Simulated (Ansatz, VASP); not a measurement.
**Si5C in VASP and in Ansatz**

INCAR

```
SYSTEM = Si5C
ALGO     = Normal         ! electronic algorithm
EDIFF    = 1E-6           ! SCF threshold, eV
ENCUT    = 520            ! plane-wave cutoff, eV
GGA      = PE             ! functional
ISIF     = 2              ! what is computed and relaxed
ISMEAR   = 0              ! smearing method
ISPIN    = 2              ! spin polarisation
LASPH    = .TRUE.         ! aspherical terms in the spheres
LCHARG   = .FALSE.        ! write CHGCAR
LORBIT   = 11             ! projections on sites
LREAL    = .FALSE.        ! projectors in reciprocal space
LWAVE    = .FALSE.        ! write WAVECAR
MAGMOM   = 0 0 0 0 0 1    ! initial moments
NBANDS   = 25             ! bands
NELM     = 150            ! most SCF steps
PREC     = Accurate       ! precision mode
SIGMA    = 0.1            ! smearing width, eV
```

File KPOINTS:

```
k-points
0
G
  6 6 2
  0 0 0
```

File POSCAR:

```
Si5C
1.0
    2.7712274392      0.0000000000      0.0000000000
   -1.3856137196      2.3999533621      0.0000000000
    0.0000000000      0.0000000000     12.0602525983
Si C
5 1
Direct
    0.3333333333      0.6666666667      0.8996445590
    0.3333333333      0.6666666667      0.1003554410
    0.3333333333      0.6666666667      0.5000000000
    0.6666666667      0.3333333333      0.3087497425
    0.6666666667      0.3333333333      0.6912502575
    0.6666666667      0.3333333333      0.0000000000
```

Input for Ansatz:

```yaml
crystal:
  lattice:
    - [2.7712274392, 0.0, 0.0]
    - [-1.3856137196, 2.3999533621, 0.0]
    - [0.0, 0.0, 12.0602525983]
  atoms:
    - { symbol: Si, position: [0.3333333333, 0.6666666667, 0.899644559] }
    - { symbol: Si, position: [0.3333333333, 0.6666666667, 0.100355441] }
    - { symbol: Si, position: [0.3333333333, 0.6666666667, 0.5] }
    - { symbol: Si, position: [0.6666666667, 0.3333333333, 0.3087497425] }
    - { symbol: Si, position: [0.6666666667, 0.3333333333, 0.6912502575] }
    - { symbol: C, position: [0.6666666667, 0.3333333333, 0.0], spin: 1.0 }
basis:
  ecutwfc: 420
kpoints:
  mp_grid: { grid: [6, 6, 2] }
hamiltonian:
  xc: pbe
scf:
  occupations: { method: gaussian, width: 0.1 }
  lower_state_search: "off"
output:
  forces: true
  stress: true
  eigenvalues: true
  populations: true
magnetization:
  spin_polarized: true
```

Alike in both runs: task single point; functional PBE; k mesh 6 × 6 × 2; occupations gaussian, width 0.1 eV; collinear spin.

|  | VASP | Ansatz |
| --- | --- | --- |
| version | VASP 6.6.1 | Ansatz 0.2.0 |
| potentials or method | VASP PAW PBE potentials, release 64 (Si, C), cutoff 520 eV | scalar-relativistic, plane waves, PAW |
| valence electrons in the cell | 24 | 24 |

VASP gave:

- gap on the k mesh at the Fermi level (eV): none
- pressure (GPa): -0.1
- traceless stress, the component that is largest in VASP (GPa): -0.42
- rms of the force components (eV/Å): 0.002
- net moment per atom (μB): 0.00

Q: Estimate Ansatz's values.

A: gap on the k mesh at the Fermi level (eV): none; pressure (GPa): 0.0; traceless stress, the component that is largest in VASP (GPa): -0.32; rms of the force components (eV/Å): 0.012; net moment per atom (μB): 0.00.

Atom by atom the forces differ by 0.010 eV/Å (rms over components). A gap of «none» marks a metal or a gap that the smearing closes. The functional is the same, so the differences come from potentials, cutoffs and numerics. Ansatz's warnings: filled band counts differ across k points, seeded moment not kept.

The k mesh is coarse, so the values compare programs but aren't converged.
